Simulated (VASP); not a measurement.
# TaTe (F-43m) in VASP: further runs, part 2 of 2

VASP 6.6.1. Earlier steps stand in the parts before.

### Step 3. Single point, PBE, collinear spin (31.55 Å³/atom)

This run uses another cell than the first one, of 31.55 Å³/atom.

The input, INCAR:

```
PREC = Accurate ; ENCUT = 520
EDIFF = 1E-6 ; ISMEAR = 0
SIGMA = 0.05 ; LREAL = F
LASPH = T ; NELM = 150
ALGO = Normal ; ISIF = 2
LWAVE = F ; LCHARG = T
ISPIN = 2 ; MAGMOM = 1.37 0
LORBIT = 11 ; LMAXMIX = 4
GGA = PE ; LELF = T
LVHAR = T ; NBANDS = 20
```

The input, KPOINTS:

```
Automatic mesh
0
Gamma
  10 10 10
```

The input, POSCAR:

```
TaTe
1.0
    0.0000000000      3.1599278669      3.1599278669
    3.1599278669      0.0000000000      3.1599278669
    3.1599278669      3.1599278669      0.0000000000
Ta Te
1 1
Direct
    0.0000000000      0.0000000000      0.0000000000
    0.2500000000      0.2500000000      0.2500000000
```

Potentials or basis: VASP PAW PBE potentials, release 64 (Ta_pv, Te).

Command:

```
cat potpaw_PBE.64/Ta_pv/POTCAR potpaw_PBE.64/Te/POTCAR > POTCAR
mpirun -np 1 vasp_std > vasp.out
```

OUTCAR:

```text
PREC = Accurate
   ENCUT = 520
   EDIFF = 1E-6
   ISMEAR = 0
   LREAL = F
   LASPH = T
   NELM = 150
   ISIF = 2
   ISPIN = 2
   LORBIT = 11
   GGA = PE

 ion  position               nearest neighbor table
   1  0.000  0.000  0.000-   2 2.74   2 2.74   2 2.74   2 2.74
   2  0.250  0.250  0.250-   1 2.74   1 2.74   1 2.74   1 2.74

  LATTYP: Found a face centered cubic cell.
 ALAT       =     6.3198557338

  Lattice vectors:

 A1 = (   0.0000000000,   3.1599278669,   3.1599278669)
 A2 = (   3.1599278669,   0.0000000000,   3.1599278669)
 A3 = (   3.1599278669,   3.1599278669,   0.0000000000)

Analysis of symmetry for initial positions (statically):
=====================================================================
 Subroutine PRICEL returns:
 Original cell was already a primitive cell.

 Routine SETGRP: Setting up the symmetry group for a
 face centered cubic supercell.

 Subroutine GETGRP returns: Found 24 space group operations
 (whereof 24 operations were pure point group operations)
 out of a pool of 48 trial point group operations.

The static configuration has the point symmetry T_d .

Analysis of symmetry for dynamics (positions and initial velocities):
=====================================================================
 Subroutine PRICEL returns:
 Original cell was already a primitive cell.

 Routine SETGRP: Setting up the symmetry group for a
 face centered cubic supercell.

 Subroutine GETGRP returns: Found 24 space group operations
 (whereof 24 operations were pure point group operations)
 out of a pool of 48 trial point group operations.

The dynamic configuration has the point symmetry T_d .

Analysis of structural, dynamic, and magnetic symmetry:
=====================================================================
 Subroutine PRICEL returns:
 Original cell was already a primitive cell.

 Routine SETGRP: Setting up the symmetry group for a
 face centered cubic supercell.
[... 148 lines left out ...]
  ext. energy  EPLUGINS =         0.00000000
  ---------------------------------------------------
  free energy    TOTEN  =       -13.04850074 eV

  energy without entropy =      -13.04544224  energy(sigma->0) =      -13.04697149

 E-fermi :   4.6824     XC(G=0):  -9.3259

 val. band max:        4.6791335644   @ k =   0.4000   0.4000   0.0000
 cond. band min:       4.7144876934   @ k =   0.4000   0.0000   0.0000
 fundamental gap:      0.0353541290
 Fermi energy:         4.6824064000

 spin component 1

 k-point     1 :       0.0000    0.0000    0.0000
  band No.  band energies     occupation
      1     -30.5122      1.00000
      2     -30.5122      1.00000
      3     -30.5122      1.00000
      4      -8.0900      1.00000
      5       0.6592      1.00000
      6       0.6592      1.00000
[... 541 lines left out ...]
     19      16.5458      0.00000
     20      17.4555      0.00000

 [... further k-points ...]

 spin component 2

 k-point     1 :       0.0000    0.0000    0.0000
  band No.  band energies     occupation
      1     -29.6323      1.00000
      2     -29.6323      1.00000
      3     -29.6323      1.00000
      4      -7.9422      1.00000
      5       1.0448      1.00000
      6       1.0448      1.00000
[... 541 lines left out ...]
     19      17.0992      0.00000
     20      18.1037      0.00000

 [... further k-points ...]

------------------------ aborting loop because EDIFF is reached ----------------------------------------

  FORCE on cell =-STRESS in cart. coord.  units (eV):
  Direction    XX          YY          ZZ          XY          YZ          ZX
  --------------------------------------------------------------------------------------
  -------------------------------------------------------------------------------------
  Total        0.0014620      0.0014620      0.0014620      0.0000000      0.0000000      0.0000000
  in kB        0.0371192      0.0371192      0.0371192      0.0000000      0.0000000      0.0000000
  external PRESSURE =       0.0371192 kB  Pullay stress =       0.0000000 kB

 VOLUME and BASIS-vectors are now :
 -----------------------------------------------------------------------------
  energy-cutoff  :      520.00
  volume of cell :       63.10
      direct lattice vectors                 reciprocal lattice vectors
     0.000000000  3.159927867  3.159927867    -0.158231460  0.158231460  0.158231460
     3.159927867  0.000000000  3.159927867     0.158231460 -0.158231460  0.158231460
     3.159927867  3.159927867  0.000000000     0.158231460  0.158231460 -0.158231460

 POSITION                                       TOTAL-FORCE (eV/Angst)
 -----------------------------------------------------------------------------------
      0.00000      0.00000      0.00000        -0.000000      0.000000     -0.000000
      1.57996      1.57996      1.57996         0.000000     -0.000000      0.000000
 -----------------------------------------------------------------------------------
    total drift:                                0.000000      0.000000      0.000000

  FREE ENERGIE OF THE ION-ELECTRON SYSTEM (eV)
  ---------------------------------------------------
  free  energy   TOTEN  =       -13.0485007380 eV

  energy  without entropy=      -13.0454422439  energy(sigma->0) =      -13.04697149

 total charge

# of ion       s       p       d       tot
------------------------------------------
    1        0.281   6.061   2.436   8.778
    2        1.324   2.094   0.094   3.512
--------------------------------------------------
tot          1.605   8.155   2.530  12.290

 magnetization (x)

# of ion       s       p       d       tot
------------------------------------------
    1        0.049   0.013   1.344   1.406
    2       -0.013  -0.074   0.053  -0.034
--------------------------------------------------
tot          0.036  -0.061   1.397   1.372
```

stdout:

```text
POSCAR found type information on POSCAR TaTe
 POSCAR found :  2 types and       2 ions
 scaLAPACK will be used
 LDA part: xc-table for (Slater+PW92), standard interpolation
 POSCAR, INCAR and KPOINTS ok, starting setup
 FFT: planning ... GRIDC
 FFT: planning ... GRID_SOFT
 FFT: planning ... GRID
 WAVECAR not read
 entering main loop
```

It took 1.7 min on 1 thread of AMD EPYC 9R45 (Zen 5), shared host; peak memory 0.26 GiB.

Results:

| Quantity | Value |
| --- | --- |
| Free energy | -13.0485 eV |
| Pressure | 0.0 GPa |
| Net moment | 2.07 μB per cell |
| Site moments | Ta +1.41; Te -0.03 μB |
| Valence electrons inside the program's atomic spheres | Ta 8.78; Te 3.51 |

Levels at points of the mesh, in eV from the Fermi level:
Spin up:
```csv
k point,band 5,band 6,band 7,band 8,band 9,band 10,band 11,band 12,band 13,band 14
"(0.00, 0.00, 0.00)",-4.02,-4.02,-4.02,-0.51,-0.51,0.56,4.13,4.13,4.13,5.14
"(0.50, 0.00, 0.00)",-5.48,-3.79,-3.79,-0.26,-0.24,-0.24,1.92,1.92,2.56,7.06
"(0.50, 0.50, 0.00)",-5.80,-3.39,-3.39,-1.26,-0.83,0.06,0.72,0.72,5.16,5.48
```
Spin down:
```tsv
k point	band 3	band 4	band 5	band 6	band 7	band 8	band 9	band 10	band 11	band 12
(0.00, 0.00, 0.00)	-34.31	-12.62	-3.64	-3.64	-3.64	0.99	0.99	1.13	4.64	4.64
(0.50, 0.00, 0.00)	-34.32	-11.97	-5.06	-3.38	-3.38	0.61	1.19	1.19	2.60	2.60
(0.50, 0.50, 0.00)	-34.32	-11.74	-5.27	-3.12	-3.12	-0.61	0.47	1.58	1.58	1.71
```

Caveat: spin-orbit coupling is left out, which moves the levels of the heavy elements.

### Step 4. Single point, PBE, collinear spin

This run uses another cell than the first one, of 31.55 Å³/atom.

The input, INCAR:

```
ALGO = Normal ; EDIFF = 1E-6
ENCUT = 520 ; GGA = PE
ISIF = 2 ; ISMEAR = 0
ISPIN = 2 ; LASPH = T
LCHARG = T ; LELF = T
LMAXMIX = 4 ; LORBIT = 11
LREAL = F ; LVHAR = T
LWAVE = F ; MAGMOM = 0.5 0
NBANDS = 20 ; NELM = 150
PREC = Accurate ; SIGMA = 0.05
```

The input, KPOINTS:

```
k-points
0
Gamma
  10 10 10
```

POSCAR is that of step 3.

Command:

```
cat potpaw_PBE.64/Ta_pv/POTCAR potpaw_PBE.64/Te/POTCAR > POTCAR
mpirun -np 1 vasp_std > vasp.out
```

Run time: 1.9 min. Hardware: 1 thread of AMD EPYC 9R45 (Zen 5), shared host; peak memory 0.27 GiB.

The run converged. Its results:

```yaml
Free_energy: -13.0485 eV
Pressure: 0.0 GPa
Net_moment: 2.07 μB per cell
Site_moments: Ta +1.41; Te -0.03 μB
Valence_electrons_inside_the_program's_atomic_spheres: Ta 8.78; Te 3.51
```

Levels at points of the mesh, in eV from the Fermi level:
Spin up:
| k point | band 6 | band 7 | band 8 | band 9 | band 10 | band 11 | band 12 | band 13 |
| --- | --- | --- | --- | --- | --- | --- | --- | --- |
| (0.00, 0.00, 0.00) | -4.02 | -4.02 | -0.51 | -0.51 | 0.56 | 4.13 | 4.13 | 4.13 |
| (0.50, 0.00, 0.00) | -3.79 | -3.79 | -0.26 | -0.24 | -0.24 | 1.92 | 1.92 | 2.56 |
| (0.50, 0.50, 0.00) | -3.39 | -3.39 | -1.26 | -0.83 | 0.06 | 0.72 | 0.72 | 5.16 |
Spin down:
```tsv
k point	band 3	band 4	band 5	band 6	band 7	band 8	band 9	band 10	band 11	band 12
(0.00, 0.00, 0.00)	-34.31	-12.62	-3.64	-3.64	-3.64	0.99	0.99	1.13	4.64	4.64
(0.50, 0.00, 0.00)	-34.32	-11.97	-5.06	-3.38	-3.38	0.61	1.19	1.19	2.60	2.60
(0.50, 0.50, 0.00)	-34.32	-11.74	-5.27	-3.12	-3.12	-0.61	0.47	1.58	1.58	1.71
```

Caveat: spin-orbit coupling is left out, which moves the levels of the heavy elements.

### Step 5. Single point, PBE, collinear spin

This run uses another cell than the first one, of 31.55 Å³/atom.

The input, INCAR:

```
  PREC = Accurate
  ENCUT = 520
  EDIFF = 1E-6
  ISMEAR = 0
  SIGMA = 0.05
  LREAL = F
  LASPH = T
  NELM = 150
  ALGO = Normal
  ISIF = 2
  LWAVE = F
  LCHARG = F
  ISPIN = 2
  MAGMOM = 1.39 0
  LORBIT = 11
  LMAXMIX = 4
  GGA = PE
  NBANDS = 20
```

The input, KPOINTS:

```
Automatic mesh
0
Gamma
  10 10 10
```

POSCAR is that of step 4.

Command:

```
cat potpaw_PBE.64/Ta_pv/POTCAR potpaw_PBE.64/Te/POTCAR > POTCAR
mpirun -np 1 vasp_std > vasp.out
```

It took 85 s on 1 thread of AMD EPYC 9R45 (Zen 5), shared host; peak memory 0.26 GiB.

Results (log left out):

| Property | Result |
| --- | --- |
| Free energy | -13.0485 eV |
| Pressure | 0.0 GPa |
| Net moment | 2.07 μB per cell |
| Site moments | Ta +1.41; Te -0.03 μB |
| Valence electrons inside the program's atomic spheres | Ta 8.78; Te 3.51 |

Levels at points of the mesh, in eV from the Fermi level:
Spin up:
```csv
k point,band 6,band 7,band 8,band 9,band 10,band 11,band 12,band 13
"(0.00, 0.00, 0.00)",-4.02,-4.02,-0.51,-0.51,0.56,4.13,4.13,4.13
"(0.50, 0.00, 0.00)",-3.79,-3.79,-0.26,-0.24,-0.24,1.92,1.92,2.56
"(0.50, 0.50, 0.00)",-3.39,-3.39,-1.26,-0.83,0.06,0.72,0.72,5.16
```
Spin down:
| k point | band 5 | band 6 | band 7 | band 8 | band 9 | band 10 |
| --- | --- | --- | --- | --- | --- | --- |
| (0.00, 0.00, 0.00) | -3.64 | -3.64 | -3.64 | 0.99 | 0.99 | 1.13 |
| (0.50, 0.00, 0.00) | -5.06 | -3.38 | -3.38 | 0.61 | 1.19 | 1.19 |
| (0.50, 0.50, 0.00) | -5.27 | -3.12 | -3.12 | -0.61 | 0.47 | 1.58 |

Caveat: spin-orbit coupling is left out, which moves the levels of the heavy elements.
